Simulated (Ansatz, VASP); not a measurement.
## Two plane-wave programs on WS2

INCAR

```
SYSTEM = WS2
PREC = Accurate
ENCUT = 520
EDIFF = 1E-7
ISMEAR = 0
SIGMA = 0.05
LREAL = .False.
LASPH = .True.
NELM = 100
ALGO = Normal
ISIF = 2
LWAVE = .False.
LCHARG = .False.
GGA = PS
NBANDS = 35
```

The input KPOINTS:

```
regular mesh
0
Gamma
  12 12 2
  0 0 0
```

File POSCAR:

```
WS2
1.0
    3.1930696044      0.0000000000      0.0000000000
   -1.5965348022      2.7244131955      0.0000000000
    0.0000000000      0.0000000000     23.5674572586
W S
2 4
Direct
    0.3333333333      0.6666666667      0.6345758579
    0.6666666667      0.3333333333      0.3654241421
    0.3333333333      0.6666666667      0.2989469828
    0.6666666667      0.3333333333      0.5680493466
    0.3333333333      0.6666666667      0.4319506534
    0.6666666667      0.3333333333      0.7010530172
```

Input for Ansatz:

```yaml
crystal:
  lattice:
    - [3.1930696044, 0.0, 0.0]
    - [-1.5965348022, 2.7244131955, 0.0]
    - [0.0, 0.0, 23.5674572586]
  atoms:
    - { symbol: W, position: [0.3333333333, 0.6666666667, 0.6345758579] }
    - { symbol: W, position: [0.6666666667, 0.3333333333, 0.3654241421] }
    - { symbol: S, position: [0.3333333333, 0.6666666667, 0.2989469828] }
    - { symbol: S, position: [0.6666666667, 0.3333333333, 0.5680493466] }
    - { symbol: S, position: [0.3333333333, 0.6666666667, 0.4319506534] }
    - { symbol: S, position: [0.6666666667, 0.3333333333, 0.7010530172] }
basis:
  ecutwfc: 420
kpoints:
  mp_grid: { grid: [12, 12, 2] }
hamiltonian:
  xc: pbesol
scf:
  occupations: { method: gaussian, width: 0.05 }
output:
  forces: true
  stress: true
  eigenvalues: true
```

Change from the starting cell: strain +0.0150 x Voigt [1, 0, 0, 0, 0, 0], atoms carried along.

Alike in both runs: task single point; functional PBEsol; k mesh 12 × 12 × 2; occupations gaussian, width 0.05 eV; no spin polarisation.

|  | VASP | Ansatz |
| --- | --- | --- |
| version | VASP 6.6.1 | Ansatz 0.2.0 |
| potentials or method | VASP PAW PBE potentials, release 64 (W_sv, S), cutoff 520 eV | scalar-relativistic, plane waves, PAW |
| valence electrons in the cell | 52 | 52 |

VASP gave:

| Quantity | Value |
| --- | --- |
| gap on the k mesh at the Fermi level (eV) | 1.50 |
| least direct gap on the mesh (eV) | 1.82 |
| rms of the force components (eV/Å) | 0.083 |

**Question.** Which values does Ansatz return?

**Answer.** gap on the k mesh at the Fermi level (eV): 1.49; least direct gap on the mesh (eV): 1.82; rms of the force components (eV/Å): 0.091.

VASP's potentials were made for PBE, not for PBEsol. Atom by atom the forces differ by 0.010 eV/Å (rms over components).

Spin-orbit coupling is off throughout.
